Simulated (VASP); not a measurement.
# Au (Im-3m) in VASP: single point with PBEsol

Aim: the single point of Au with PBEsol.

Everything below comes from runs of VASP 6.6.1. Logs are shortened: lines on timing, memory, paths and dates and some standing lists are left out, and cuts for length are marked.

### Step 1. The cell of the first run

It takes space group Im-3m (No. 229, cubic). The conventional cell has a = 3.315 Å, b = 3.315 Å, c = 3.315 Å, α = 90.00°, β = 90.00°, γ = 90.00°. Au (site symmetry m-3m) has 14 Au at 2.87 to 3.31 Å within 3.8 Å.

### Step 2. Single point, PBEsol

Contents of INCAR:

```
PREC = Accurate
ENCUT = 500
EDIFF = 1E-6
ISMEAR = 0
SIGMA = 0.05
LREAL = False
LASPH = True
NELM = 120
ALGO = Normal
ISIF = 2
LWAVE = False
LCHARG = False
GGA = PS
NBANDS = 12
GGA_COMPAT = False
```

Contents of KPOINTS:

```
regular mesh
0
Gamma
  9 9 9
```

Contents of POSCAR:

```
Au
1.0
   -1.6572690000      1.6572690000      1.6572690000
    1.6572690000     -1.6572690000      1.6572690000
    1.6572690000      1.6572690000     -1.6572690000
Au
1
Direct
    0.0000000000      0.0000000000      0.0000000000
```

Potentials or basis: VASP PAW PBE potentials, release 64 (Au).

The run is started by

```bash
cat potpaw_PBE.64/Au/POTCAR > POTCAR
mpirun -np 1 vasp_std > vasp.out
```

OUTCAR:

```text
PREC = Accurate
   ENCUT = 500
   EDIFF = 1E-6
   ISMEAR = 0
   LREAL = False
   LASPH = True
   NELM = 120
   ISIF = 2
   GGA = PS

 ion  position               nearest neighbor table
   1  0.000  0.000  0.000-

  LATTYP: Found a body centered cubic cell.
 ALAT       =     3.3145380000

  Lattice vectors:

 A1 = (  -1.6572690000,   1.6572690000,   1.6572690000)
 A2 = (   1.6572690000,  -1.6572690000,   1.6572690000)
 A3 = (   1.6572690000,   1.6572690000,  -1.6572690000)

Analysis of symmetry for initial positions (statically):
=====================================================================
 Subroutine PRICEL returns:
 Original cell was already a primitive cell.

 Routine SETGRP: Setting up the symmetry group for a
 body centered cubic supercell.

 Subroutine GETGRP returns: Found 48 space group operations
 (whereof 48 operations were pure point group operations)
 out of a pool of 48 trial point group operations.

The static configuration has the point symmetry O_h .

Analysis of symmetry for dynamics (positions and initial velocities):
=====================================================================
 Subroutine PRICEL returns:
 Original cell was already a primitive cell.

 Routine SETGRP: Setting up the symmetry group for a
 body centered cubic supercell.

 Subroutine GETGRP returns: Found 48 space group operations
 (whereof 48 operations were pure point group operations)
 out of a pool of 48 trial point group operations.

The dynamic configuration has the point symmetry O_h .

 Subroutine INISYM returns: Found 48 space group operations
 (whereof 48 operations are pure point group operations),
 and found     1 'primitive' translations

----------------------------------------------------------------------------------------

                                     Primitive cell

  volume of cell :      18.2070

  direct lattice vectors                    reciprocal lattice vectors
    -1.657269000  1.657269000  1.657269000     0.000000000  0.301701172  0.301701172
     1.657269000 -1.657269000  1.657269000     0.301701172  0.000000000  0.301701172
     1.657269000  1.657269000 -1.657269000     0.301701172  0.301701172  0.000000000

  length of vectors
     2.870474110  2.870474110  2.870474110     0.426669890  0.426669890  0.426669890

  position of ions in fractional coordinates (direct lattice)
     0.000000000  0.000000000  0.000000000

  ion indices of the primitive-cell ions
   primitive index   ion index
                 1           1

----------------------------------------------------------------------------------------

 KPOINTS: regular mesh

Automatic generation of k-mesh.
 Grid dimensions read from file:
 generate k-points for:    9    9    9

 Generating k-lattice:

  Cartesian coordinates                     Fractional coordinates (reciprocal lattice)
     0.000000000  0.033522352  0.033522352     0.111111111  0.000000000  0.000000000
     0.033522352  0.000000000  0.033522352     0.000000000  0.111111111  0.000000000
     0.033522352  0.033522352  0.000000000     0.000000000  0.000000000  0.111111111

  Length of vectors
     0.047407766  0.047407766  0.047407766

  Shift w.r.t. Gamma in fractional coordinates (k-lattice)
     0.000000000  0.000000000  0.000000000

 Subroutine IBZKPT returns following result:
 ===========================================

 Found     35 irreducible k-points:

 Following reciprocal coordinates:
            Coordinates               Weight
  0.000000  0.000000  0.000000      1.000000
  0.111111  0.000000  0.000000     12.000000
  0.222222  0.000000  0.000000     12.000000
  0.333333  0.000000  0.000000     12.000000
  0.444444  0.000000  0.000000     12.000000
  0.111111  0.111111  0.000000     24.000000
[... 16 lines left out ...]
 -0.333333  0.444444  0.111111     48.000000
 -0.444444 -0.444444  0.111111     24.000000
 [... further k-points ...]
   k-points           NKPTS =     35   k-points in BZ     NKDIM =     35   number of bands    NBANDS=     12
   number of dos      NEDOS =    301   number of ions     NIONS =      1
   total plane-waves  NPLWV =  13824
   dimension x,y,z NGX =    24 NGY =   24 NGZ =   24
   dimension x,y,z NGXF=    48 NGYF=   48 NGZF=   48
   ions per type =               1
   NGX,Y,Z   is equivalent  to a cutoff of  13.90, 13.90, 13.90 a.u.
   NGXF,Y,Z  is equivalent  to a cutoff of  27.80, 27.80, 27.80 a.u.
 SYSTEM =  unknown system
   PREC   = accura    normal or accurate (medium, high low for compatibility)
   ISTART =      0    job   : 0-new  1-cont  2-samecut
   ICHARG =      2    charge: 1-file 2-atom 10-const
   ISPIN  =      1    spin polarized calculation?
   LNONCOLLINEAR =      F non collinear calculations
   LSORBIT =      F    spin-orbit coupling
   LASPH  =      T    aspherical Exc in radial PAW
   ENCUT  =  500.0 eV  36.75 Ry    6.06 a.u.   5.23  5.23  5.23*2*pi/ulx,y,z
   NELM   =    120;   NELMIN=  2; NELMDL= -5     # of ELM steps
   EDIFF  = 0.1E-05   stopping-criterion for ELM
   LREAL  =      F    real-space projection
   EDIFFG = 0.1E-04   stopping-criterion for IOM
   NSW    =      0    number of steps for IOM
   IBRION =     -1    ionic relax: 0-MD 1-quasi-New 2-CG
   NFREE  =      0    steps in history (QN), initial steepest desc. (CG)
   ISIF   =      2    stress and relaxation
   ISYM   =      2    0-nonsym 1-usesym 2-fastsym
   POTIM  = 0.5000    time-step for ionic-motion
   TEBEG  =    0.0;   TEEND  =   0.0 temperature during run
   PSTRESS=    0.0 pullay stress
   NELECT =      11.0000    total number of electrons
   NUPDOWN=      -1.0000    fix difference up-down
   EMIN   =  10.00;   EMAX   =-10.00  energy-range for DOS
   EFERMI =   0.00;   METHOD = LEGACY
   ISMEAR =     0;   SIGMA  =   0.05  broadening in eV -4-tet -1-fermi 0-gaus
   EFERMI_NEDOS =   21; number of points for ismear=-14 and -15
   IALGO  =     38    algorithm
   IMIX   =      4    mixing-type and parameters
     AMIX     =   0.40;   BMIX     =  1.00
     AMIX_MAG =   1.60;   BMIX_MAG =  1.00
  volume/ion in A,a.u.               =      18.21       122.87
  Fermi-wavevector in a.u.,A,eV,Ry     =   1.383968  2.615320 26.060157  1.915367
  Thomas-Fermi vector in A             =   2.508516
   LORBIT       =      0    0 simple, 1 ext, 2 COOP (PROOUT), +10 PAW based schemes
   GGA     = PS    functional components
   LHFCALC =     F    Hartree Fock is set to
   AEXX    =    0.0000 exact exchange contribution
   IVDW    =     0    specifies the selected vdW correction
   LEPSILON=     F    determine dielectric tensor
   LRPA    =     F    only Hartree local field effects (RPA)
 non-spin polarized calculation
 Gauss-broadening in eV      SIGMA  =   0.05
  energy-cutoff  :      500.00
  volume of cell :       18.21
 maximum number of plane-waves:       473
 NGX is ok and might be reduce to    24
   NGX = 11   NGY = 11   NGZ = 11

 number of electron      10.9999998 magnetization

 Free energy of the ion-electron system (eV)
  ---------------------------------------------------
  ext. energy  EPLUGINS =         0.00000000
  ---------------------------------------------------
  free energy    TOTEN  =        -3.86213379 eV

  energy without entropy =       -3.86041999  energy(sigma->0) =       -3.86127689

 E-fermi :   8.0551     XC(G=0): -12.4946

 val. band max:        8.0408331860   @ k =  -0.3333   0.4444   0.1111
 cond. band min:       8.1895746020   @ k =  -0.4444   0.4444   0.1111
 fundamental gap:      0.1487414160
 Fermi energy:         8.0550514654

 k-point     1 :       0.0000    0.0000    0.0000
  band No.  band energies     occupation
      1      -1.0133      2.00000
      2       3.7294      2.00000
      3       3.7294      2.00000
      4       3.7294      2.00000
      5       5.4817      2.00000
      6       5.4817      2.00000
      7      24.6838      0.00000
      8      24.6838      0.00000
      9      24.6838      0.00000
     10      31.3399      0.00000
     11      31.3399      0.00000
     12      31.3399      0.00000

 k-point     2 :       0.1111    0.0000    0.0000
  band No.  band energies     occupation
      1      -0.5903      2.00000
      2       3.6032      2.00000
      3       3.7395      2.00000
      4       4.0192      2.00000
      5       5.3449      2.00000
      6       5.4916      2.00000
      7      24.3111      0.00000
      8      24.6629      0.00000
      9      25.1985      0.00000
     10      28.4714      0.00000
     11      28.9731      0.00000
     12      29.8633      0.00000

 k-point     3 :       0.2222    0.0000    0.0000
  band No.  band energies     occupation
      1       0.5104      2.00000
      2       3.2981      2.00000
      3       3.8064      2.00000
      4       4.8205      2.00000
      5       5.1918      2.00000
      6       5.5287      2.00000
      7      21.0050      0.00000
      8      23.4500      0.00000
      9      26.5583      0.00000
     10      26.7980      0.00000
     11      27.5782      0.00000
     12      28.9861      0.00000
[... 286 lines left out ...]
 k-point    23 :      -0.3333    0.4444    0.1111
  band No.  band energies     occupation
      1       2.3468      2.00000
      2       3.2998      2.00000
      3       3.9146      2.00000
      4       4.9845      2.00000
      5       6.0309      2.00000
      6       8.0408      1.31243
      7      14.8174      0.00000
      8      18.5973      0.00000
      9      23.1067      0.00000
     10      26.5024      0.00000
     11      29.6441      0.00000
     12      32.3854      0.00000

 k-point    24 :      -0.4444   -0.4444    0.1111
  band No.  band energies     occupation
      1       2.3022      2.00000
      2       3.3134      2.00000
      3       3.9777      2.00000
      4       5.0373      2.00000
      5       6.4660      2.00000
      6      10.6236      0.00000
      7      11.4608      0.00000
      8      17.8372      0.00000
      9      22.6338      0.00000
     10      27.9881      0.00000
     11      28.7562      0.00000
     12      31.7642      0.00000

 [... further k-points ...]

------------------------ aborting loop because EDIFF is reached ----------------------------------------

  FORCE on cell =-STRESS in cart. coord.  units (eV):
  Direction    XX          YY          ZZ          XY          YZ          ZX
  --------------------------------------------------------------------------------------
  -------------------------------------------------------------------------------------
  Total       -0.9992052     -0.9992052     -0.9992052      0.0000000      0.0000000      0.0000000
  in kB      -87.9278092    -87.9278092    -87.9278092      0.0000000      0.0000000      0.0000000
  external PRESSURE =     -87.9278092 kB  Pullay stress =       0.0000000 kB

 VOLUME and BASIS-vectors are now :
 -----------------------------------------------------------------------------
  energy-cutoff  :      500.00
  volume of cell :       18.21
      direct lattice vectors                 reciprocal lattice vectors
    -1.657269000  1.657269000  1.657269000     0.000000000  0.301701172  0.301701172
     1.657269000 -1.657269000  1.657269000     0.301701172  0.000000000  0.301701172
     1.657269000  1.657269000 -1.657269000     0.301701172  0.301701172  0.000000000

 POSITION                                       TOTAL-FORCE (eV/Angst)
 -----------------------------------------------------------------------------------
      0.00000      0.00000      0.00000         0.000000      0.000000      0.000000
 -----------------------------------------------------------------------------------
    total drift:                                0.000000      0.000000     -0.000000

  FREE ENERGIE OF THE ION-ELECTRON SYSTEM (eV)
  ---------------------------------------------------
  free  energy   TOTEN  =        -3.8621337876 eV

  energy  without entropy=       -3.8604199914  energy(sigma->0) =       -3.86127689
```

Wall time 8.2 s (1 thread of Intel Xeon 8259CL, shared host); peak memory 0.14 GiB.

Results:

```
Free energy : -3.8621 eV
Pressure    : -8.8 GPa
```

Caveat: the PAW data sets were made with another functional, which shifts forces and pressure a little; spin-orbit coupling is left out, which moves the levels of the heavy elements.
